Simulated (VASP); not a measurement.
# BN in VASP: a series of runs, part 2 of 2

VASP 6.6.1. The steps go on from the part before.

## (3) Single point, LDA (8.91 Å³/atom)

This run uses another cell than the first one, of 8.91 Å³/atom.

INCAR

```
SYSTEM = BN
PREC = Accurate ; ENCUT = 520
EDIFF = 1E-6 ; ISMEAR = -1
SIGMA = 0.05 ; LREAL = .FALSE.
LASPH = .TRUE. ; NELM = 100
ALGO = Normal ; ISIF = 2
LWAVE = .FALSE. ; LCHARG = .FALSE.
NBANDS = 11
```

KPOINTS

```
Automatic mesh
0
G
  13 13 13
  0 0 0
```

POSCAR

```
BN
1.0
    0.0000000000      3.4239628326      2.1218728889
    1.2260814184      0.0000000000      2.1218728889
    1.2260814184      3.4239628326      0.0000000000
N B
1 1
Direct
    0.6666513400      0.6666513400      0.3333486600
    0.0000486500      0.0000486500      0.9999513500
```

Potentials or basis: VASP PAW LDA potentials, release 64 (N, B).

Command:

```
cat potpaw_LDA.64/N/POTCAR potpaw_LDA.64/B/POTCAR > POTCAR
mpirun -np 1 vasp_std > vasp.out
```

OUTCAR:

```text
SYSTEM = BN
   PREC = Accurate
   ENCUT = 520
   EDIFF = 1E-6
   ISMEAR = -1
   LREAL = .FALSE.
   LASPH = .TRUE.
   NELM = 100
   ISIF = 2

 ion  position               nearest neighbor table
   1  0.667  0.667  0.333-   2 1.41   2 1.42   2 1.42
   2  0.000  0.000  1.000-   1 1.41   1 1.42   1 1.42

  LATTYP: Found a face centered orthorhombic cell.
 ALAT       =     2.4521628368
 B/A-ratio  =     1.7306133647
 C/A-ratio  =     2.7926064136

  Lattice vectors:

 A1 = (  -0.0000000000,   3.4239628326,   2.1218728889)
 A2 = (  -1.2260814184,   3.4239628326,   0.0000000000)
 A3 = (  -1.2260814184,   0.0000000000,   2.1218728889)

Analysis of symmetry for initial positions (statically):
=====================================================================
 Subroutine PRICEL returns:
 Original cell was already a primitive cell.

 Routine SETGRP: Setting up the symmetry group for a
 face centered orthorhombic supercell.

 Subroutine GETGRP returns: Found  4 space group operations
 (whereof  4 operations were pure point group operations)
 out of a pool of  8 trial point group operations.

The static configuration has the point symmetry C_2v.

Analysis of symmetry for dynamics (positions and initial velocities):
=====================================================================
 Subroutine PRICEL returns:
 Original cell was already a primitive cell.

 Routine SETGRP: Setting up the symmetry group for a
 face centered orthorhombic supercell.

 Subroutine GETGRP returns: Found  4 space group operations
 (whereof  4 operations were pure point group operations)
 out of a pool of  8 trial point group operations.

The dynamic configuration has the point symmetry C_2v.

 Subroutine INISYM returns: Found  4 space group operations
 (whereof  4 operations are pure point group operations),
 and found     1 'primitive' translations

----------------------------------------------------------------------------------------

                                     Primitive cell

  volume of cell :      17.8155

  direct lattice vectors                    reciprocal lattice vectors
     0.000000000  3.423962833  2.121872889    -0.407803260  0.146029623  0.235640882
     1.226081418  0.000000000  2.121872889     0.407803260 -0.146029623  0.235640882
     1.226081418  3.423962833  0.000000000     0.407803260  0.146029623 -0.235640882

  length of vectors
     4.028134312  2.450636693  3.636866388     0.493107266  0.493107266  0.493107266

  position of ions in fractional coordinates (direct lattice)
     0.666651340  0.666651340  0.333348660
     0.000048650  0.000048650  0.999951350

  ion indices of the primitive-cell ions
   primitive index   ion index
                 1           1
                 2           2

----------------------------------------------------------------------------------------

 KPOINTS: Automatic mesh

Automatic generation of k-mesh.
 Grid dimensions read from file:
 generate k-points for:   13   13   13

 Generating k-lattice:

  Cartesian coordinates                     Fractional coordinates (reciprocal lattice)
    -0.031369482  0.011233048  0.018126222     0.076923077  0.000000000 -0.000000000
[... 39 lines left out ...]
  0.461538  0.153846  0.000000      8.000000
 [... further k-points ...]
   k-points           NKPTS =    343   k-points in BZ     NKDIM =    343   number of bands    NBANDS=     11
   number of dos      NEDOS =    301   number of ions     NIONS =      2
   total plane-waves  NPLWV =  15120
   dimension x,y,z NGX =    30 NGY =   18 NGZ =   28
   dimension x,y,z NGXF=    60 NGYF=   36 NGZF=   56
   ions per type =               1   1
   NGX,Y,Z   is equivalent  to a cutoff of  12.38, 12.21, 12.80 a.u.
   NGXF,Y,Z  is equivalent  to a cutoff of  24.76, 24.42, 25.60 a.u.
 SYSTEM =  BN
   PREC   = accura    normal or accurate (medium, high low for compatibility)
   ISTART =      0    job   : 0-new  1-cont  2-samecut
   ICHARG =      2    charge: 1-file 2-atom 10-const
   ISPIN  =      1    spin polarized calculation?
   LNONCOLLINEAR =      F non collinear calculations
   LSORBIT =      F    spin-orbit coupling
   LASPH  =      T    aspherical Exc in radial PAW
   ENCUT  =  520.0 eV  38.22 Ry    6.18 a.u.   7.49  4.56  6.76*2*pi/ulx,y,z
   NELM   =    100;   NELMIN=  2; NELMDL= -5     # of ELM steps
   EDIFF  = 0.1E-05   stopping-criterion for ELM
   LREAL  =      F    real-space projection
   EDIFFG = 0.1E-04   stopping-criterion for IOM
   NSW    =      0    number of steps for IOM
   IBRION =     -1    ionic relax: 0-MD 1-quasi-New 2-CG
   NFREE  =      0    steps in history (QN), initial steepest desc. (CG)
   ISIF   =      2    stress and relaxation
   ISYM   =      2    0-nonsym 1-usesym 2-fastsym
   POTIM  = 0.5000    time-step for ionic-motion
   TEBEG  =    0.0;   TEEND  =   0.0 temperature during run
   PSTRESS=    0.0 pullay stress
   NELECT =       8.0000    total number of electrons
   NUPDOWN=      -1.0000    fix difference up-down
   EMIN   =  10.00;   EMAX   =-10.00  energy-range for DOS
   EFERMI =   0.00;   METHOD = LEGACY
   ISMEAR =    -1;   SIGMA  =   0.05  broadening in eV -4-tet -1-fermi 0-gaus
   EFERMI_NEDOS =   21; number of points for ismear=-14 and -15
   IALGO  =     38    algorithm
   IMIX   =      4    mixing-type and parameters
     AMIX     =   0.40;   BMIX     =  1.00
     AMIX_MAG =   1.60;   BMIX_MAG =  1.00
  volume/ion in A,a.u.               =       8.91        60.11
  Fermi-wavevector in a.u.,A,eV,Ry     =   1.253638  2.369033 21.383039  1.571609
  Thomas-Fermi vector in A             =   2.387482
   LORBIT       =      0    0 simple, 1 ext, 2 COOP (PROOUT), +10 PAW based schemes
   GGA     = CA    functional components
   LHFCALC =     F    Hartree Fock is set to
   AEXX    =    0.0000 exact exchange contribution
   IVDW    =     0    specifies the selected vdW correction
   LEPSILON=     F    determine dielectric tensor
   LRPA    =     F    only Hartree local field effects (RPA)
 non-spin polarized calculation
  energy-cutoff  :      520.00
  volume of cell :       17.82
 maximum number of plane-waves:       499
 NGX is ok and might be reduce to    30
   NGX = 15   NGY =  9   NGZ = 13

 number of electron       8.0000000 magnetization

 Free energy of the ion-electron system (eV)
  ---------------------------------------------------
  ext. energy  EPLUGINS =         0.00000000
  ---------------------------------------------------
  free energy    TOTEN  =       -19.25255125 eV

  energy without entropy =      -19.25255125  energy(sigma->0) =      -19.25255125

 E-fermi :   3.2976     XC(G=0): -10.4618

 val. band max:        2.2910917015   @ k =   0.4615  -0.3846   0.1538
 cond. band min:       6.0144255986   @ k =   0.0000   0.4615   0.4615
 fundamental gap:      3.7233338971
 Fermi energy:         3.2976207472

 k-point     1 :       0.0000    0.0000    0.0000
  band No.  band energies     occupation
      1     -15.7684      2.00000
      2      -2.4883      2.00000
      3       0.9186      2.00000
      4       0.9271      2.00000
      5       6.8577      0.00000
      6      14.1873      0.00000
      7      14.2550      0.00000
      8      15.8410      0.00000
      9      17.9692      0.00000
     10      28.6748      0.00000
     11      29.6150      0.00000
[... 309 lines left out ...]
 k-point    24 :       0.4615    0.1538    0.0000
  band No.  band energies     occupation
      1     -12.8170      2.00000
      2      -5.6423      2.00000
      3      -2.9223      2.00000
      4       0.8313      2.00000
      5       8.2282      0.00000
      6      12.5998      0.00000
      7      15.4056      0.00000
      8      18.1976      0.00000
      9      20.4894      0.00000
     10      24.3492      0.00000
     11      25.6925      0.00000

 [... further k-points ...]

------------------------ aborting loop because EDIFF is reached ----------------------------------------

  FORCE on cell =-STRESS in cart. coord.  units (eV):
  Direction    XX          YY          ZZ          XY          YZ          ZX
  --------------------------------------------------------------------------------------
  -------------------------------------------------------------------------------------
  Total        2.0212874     -0.1208527      2.0236804      0.0000000      0.0000000      0.0000000
  in kB      181.7778435    -10.8684926    181.9930506      0.0000000      0.0000000      0.0000000
  external PRESSURE =     117.6341338 kB  Pullay stress =       0.0000000 kB

 VOLUME and BASIS-vectors are now :
 -----------------------------------------------------------------------------
  energy-cutoff  :      520.00
  volume of cell :       17.82
      direct lattice vectors                 reciprocal lattice vectors
     0.000000000  3.423962833  2.121872889    -0.407803260  0.146029623  0.235640882
     1.226081418  0.000000000  2.121872889     0.407803260 -0.146029623  0.235640882
     1.226081418  3.423962833  0.000000000     0.407803260  0.146029623 -0.235640882

 POSITION                                       TOTAL-FORCE (eV/Angst)
 -----------------------------------------------------------------------------------
      1.22608      3.42396      2.82910         0.000000      0.000000     -0.013510
      1.22608      3.42396      0.00021         0.000000      0.000000      0.013510
 -----------------------------------------------------------------------------------
    total drift:                                0.000001     -0.000002      0.000005

  FREE ENERGIE OF THE ION-ELECTRON SYSTEM (eV)
  ---------------------------------------------------
  free  energy   TOTEN  =       -19.2525512532 eV

  energy  without entropy=      -19.2525512532  energy(sigma->0) =      -19.25255125
```

Run time: 28 s. Hardware: 1 thread of Intel Xeon 6975P-C (Granite Rapids), shared host; peak memory 0.17 GiB.

What came out:

```yaml
Free_energy: -19.2526 eV
Pressure: 11.8 GPa
Largest_force: 0.014 eV/Å
Band_gap_on_the_k_mesh: 3.72 eV (least direct gap 4.65 eV)
```

Forces in eV/Å, atoms in the order of the input:
```
N    0.000  0.000 -0.014
B    0.000  0.000  0.014
```

Stress tensor (GPa, compression positive):
```
18.18  0.00  0.00
 0.00 -1.09  0.00
 0.00  0.00 18.20
```

Caveat: the stress differs along the axes, from -1 to 18 GPa. A k mesh can miss the band edges.

## (4) Single point, PBEsol (8.91 Å³/atom)

This run uses another cell than the first one, of 8.91 Å³/atom.

INCAR

```
SYSTEM = BN
  PREC = Accurate
  ENCUT = 520
  EDIFF = 1E-6
  ISMEAR = -1
  SIGMA = 0.05
  LREAL = .FALSE.
  LASPH = .TRUE.
  NELM = 60
  ALGO = Normal
  ISIF = 2
  LWAVE = .FALSE.
  LCHARG = .TRUE.
  GGA = PS
  LELF = .TRUE.
  LVHAR = .TRUE.
  NBANDS = 11
```

KPOINTS

```
regular mesh
0
G
  13 13 13
  0 0 0
```

POSCAR is that of step 3.

Potentials or basis: VASP PAW PBE potentials, release 64 (N, B).

Command:

```
cat potpaw_PBE.64/N/POTCAR potpaw_PBE.64/B/POTCAR > POTCAR
mpirun -np 1 vasp_std > vasp.out
```

It took 31 s on 1 thread of Intel Xeon 6975P-C (Granite Rapids), shared host; peak memory 0.19 GiB.

It converged, with:

```
Free energy            : -18.2217 eV
Pressure               : 16.9 GPa
Largest force          : 0.013 eV/Å
Band gap on the k mesh : 3.82 eV (least direct gap 4.73 eV)
```

Forces in eV/Å, atoms in the order of the input:
```
N    0.000  0.000 -0.013
B    0.000  0.000  0.013
```

Stress tensor (GPa, compression positive):
```
25.18  0.00  0.00
 0.00  0.37  0.00
 0.00  0.00 25.20
```

Levels at points of the mesh, in eV from the valence-band top:
```csv
k point,band 1,band 2,band 3,band 4,band 5,band 6,band 7,band 8,band 9
"(0.00, 0.00, 0.00)",-18.23,-4.77,-1.33,-1.32,4.73,11.98,12.04,13.70,15.59
```

Caveat: the stress differs along the axes, from 0 to 25 GPa; the PAW data sets were made with another functional, which shifts forces and pressure a little. A k mesh can miss the band edges.

## (5) Single point, LDA (9.10 Å³/atom)

This run uses another cell than the first one, of 9.10 Å³/atom.

INCAR

```
SYSTEM = BN
ALGO = Normal ; EDIFF = 1E-7
ENCUT = 520 ; ISIF = 2
ISMEAR = -1 ; LASPH = .True.
LCHARG = .True. ; LELF = .True.
LREAL = .False. ; LVHAR = .True.
LWAVE = .False. ; NBANDS = 11
NELM = 100 ; PREC = Accurate
SIGMA = 0.05
```

KPOINTS

```
k-points
0
Gamma
  13 13 13
  0 0 0
```

POSCAR

```
BN
1.0
    0.0000000000      3.4480760414      2.1368161481
    1.2347160791      0.0000000000      2.1368161481
    1.2347160791      3.4480760414      0.0000000000
N B
1 1
Direct
    0.6666513400      0.6666513400      0.3333486600
    0.0000486500      0.0000486500      0.9999513500
```

Potentials or basis: VASP PAW LDA potentials, release 64 (N, B).

Command:

```
cat potpaw_LDA.64/N/POTCAR potpaw_LDA.64/B/POTCAR > POTCAR
mpirun -np 1 vasp_std > vasp.out
```

It took 33 s on 1 thread of Intel Xeon 6975P-C (Granite Rapids), shared host; peak memory 0.17 GiB.

It converged, with:

```
Free energy            : -19.2739 eV
Pressure               : 6.1 GPa
Largest force          : 0.012 eV/Å
Band gap on the k mesh : 3.71 eV (least direct gap 4.60 eV)
```

Forces in eV/Å, atoms in the order of the input:
```
N    0.000  0.000 -0.012
B    0.000  0.000  0.012
```

Stress tensor (GPa, compression positive):
```
 9.70  0.00  0.00
 0.00 -1.16  0.00
 0.00  0.00  9.73
```

Levels at points of the mesh, in eV from the valence-band top:
```
           k point  band 1  band 2  band 3  band 4  band 5  band 6  band 7  band 8  band 9
(0.00, 0.00, 0.00)  -17.92   -4.69   -1.40   -1.39    4.55   11.72   11.79   13.29   15.27
```

Caveat: the stress differs along the axes, from -1 to 10 GPa.

## (6) Single point, PBEsol (9.10 Å³/atom)

This run uses another cell than the first one, of 9.10 Å³/atom.

INCAR

```
SYSTEM = BN
ALGO = Normal
EDIFF = 1E-6
ENCUT = 520
GGA = PS
ISIF = 2
ISMEAR = -1
LASPH = .TRUE.
LCHARG = .FALSE.
LREAL = .FALSE.
LWAVE = .FALSE.
NBANDS = 11
NELM = 80
PREC = Accurate
SIGMA = 0.05
```

KPOINTS

```
k-points
0
G
  13 13 13
  0 0 0
```

POSCAR is that of step 5.

Potentials or basis: VASP PAW PBE potentials, release 64 (N, B).

Command:

```
cat potpaw_PBE.64/N/POTCAR potpaw_PBE.64/B/POTCAR > POTCAR
mpirun -np 1 vasp_std > vasp.out
```

Run time: 28 s. Hardware: 1 thread of Intel Xeon 6975P-C (Granite Rapids), shared host; peak memory 0.18 GiB.

Results (log left out):

* Free energy: -18.2551 eV
* Pressure: 11.1 GPa
* Largest force: 0.012 eV/Å
* Band gap on the k mesh: 3.81 eV (least direct gap 4.68 eV)

Forces in eV/Å, atoms in the order of the input:
```
N    0.000  0.000 -0.012
B    0.000  0.000  0.012
```

Stress tensor (GPa, compression positive):
```
16.46  0.00  0.00
 0.00  0.26  0.00
 0.00  0.00 16.49
```

Levels at points of the mesh, in eV from the valence-band top:
| k point | band 2 | band 3 | band 4 | band 5 | band 6 | band 7 |
| --- | --- | --- | --- | --- | --- | --- |
| (0.00, 0.00, 0.00) | -4.68 | -1.35 | -1.34 | 4.71 | 11.80 | 11.87 |

Caveat: the stress differs along the axes, from 0 to 16 GPa; the PAW data sets were made with another functional, which shifts forces and pressure a little.

## (7) The runs side by side

```csv
level,potentials or basis,cell,gap on the mesh (eV),pressure (GPa),largest force (eV/Å)
PBE,"VASP PAW PBE potentials, release 64 (N, B)","a = 4.112, b = 2.502, c = 3.713 Å, angles 80.3, 36.8, 62.9°, 2 atoms, atomic positions A",3.72,3.7,1.59
LDA,"VASP PAW LDA potentials, release 64 (N, B)","a = 4.028, b = 2.451, c = 3.637 Å, angles 80.3, 36.8, 62.9°, 2 atoms, atomic positions B",3.72,11.8,0.01
PBEsol,"VASP PAW PBE potentials, release 64 (N, B)","a = 4.028, b = 2.451, c = 3.637 Å, angles 80.3, 36.8, 62.9°, 2 atoms, atomic positions B",3.82,16.9,0.01
LDA,"VASP PAW LDA potentials, release 64 (N, B)","a = 4.057, b = 2.468, c = 3.662 Å, angles 80.3, 36.8, 62.9°, 2 atoms, atomic positions B",3.71,6.1,0.01
PBEsol,"VASP PAW PBE potentials, release 64 (N, B)","a = 4.057, b = 2.468, c = 3.662 Å, angles 80.3, 36.8, 62.9°, 2 atoms, atomic positions B",3.81,11.1,0.01
```

Alike in all rows: task single point; no spin polarisation; k mesh 13 × 13 × 13; cutoff (eV) 520; smearing fermi-dirac 0.05 eV.

Caveats: the PAW data sets were made with another functional, which shifts forces and pressure a little (at least some runs); the stress differs along the axes, from 1 to 7 GPa (at least some runs); forces of over 1 eV/Å act on the atoms, so gaps and moduli don't describe the material at rest (at least some runs); the stress differs along the axes, from -1 to 18 GPa (at least some runs); the stress differs along the axes, from 0 to 25 GPa (at least some runs); the stress differs along the axes, from -1 to 10 GPa (at least some runs); the stress differs along the axes, from 0 to 16 GPa (at least some runs).

Absolute energies hang on the potentials; compare differences alone.
